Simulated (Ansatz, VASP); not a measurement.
Two plane-wave programs on SiC

Contents of INCAR:

```
ALGO = Normal
EDIFF = 1E-6
ENCUT = 520
GGA = PS
ISIF = 2
ISMEAR = 0
LASPH = True
LCHARG = False
LREAL = False
LWAVE = False
NBANDS = 11
NELM = 100
PREC = Accurate
SIGMA = 0.05
```

KPOINTS

```
k-points
0
Gamma
  18 18 18
```

Contents of POSCAR:

```
SiC
1.0
    0.0000000000      2.1186928807      2.1186928807
    2.1186928807      0.0000000000      2.1186928807
    2.1186928807      2.1186928807      0.0000000000
Si C
1 1
Direct
    0.0000000000      0.0000000000      0.0000000000
    0.2500000000      0.2500000000      0.2500000000
```

Input for Ansatz:

```yaml
crystal:
  lattice:
    - [0.0, 2.1186928807, 2.1186928807]
    - [2.1186928807, 0.0, 2.1186928807]
    - [2.1186928807, 2.1186928807, 0.0]
  atoms:
    - { symbol: Si, position: [0.0, 0.0, 0.0] }
    - { symbol: C, position: [0.25, 0.25, 0.25] }
basis:
  ecutwfc: 420
  ecutrho_ratio: 4
kpoints:
  mp_grid: { grid: [18, 18, 18] }
hamiltonian:
  xc: pbesol
scf:
  occupations: { method: gaussian, width: 0.05 }
output:
  forces: true
  stress: true
  eigenvalues: true
```

Alike in both runs: task single point; functional PBEsol; k mesh 18 × 18 × 18; occupations gaussian, width 0.05 eV; no spin polarisation.

```csv
,VASP,Ansatz
version,VASP 6.6.1,Ansatz 0.2.0
potentials or method,"VASP PAW PBE potentials, release 64 (Si, C), cutoff 520 eV","scalar-relativistic, plane waves, PAW"
valence electrons in the cell,8,8
```

|  | VASP | Ansatz | Ansatz less VASP |
| --- | --- | --- | --- |
| gap on the k mesh at the Fermi level (eV) | 1.15 | 1.16 | +0.010 |
| least direct gap on the mesh (eV) | 4.53 | 4.54 | +0.012 |
| pressure (GPa) | 22.1 | 21.7 | -0.44 |

VASP's potentials were made for PBE, not for PBEsol.
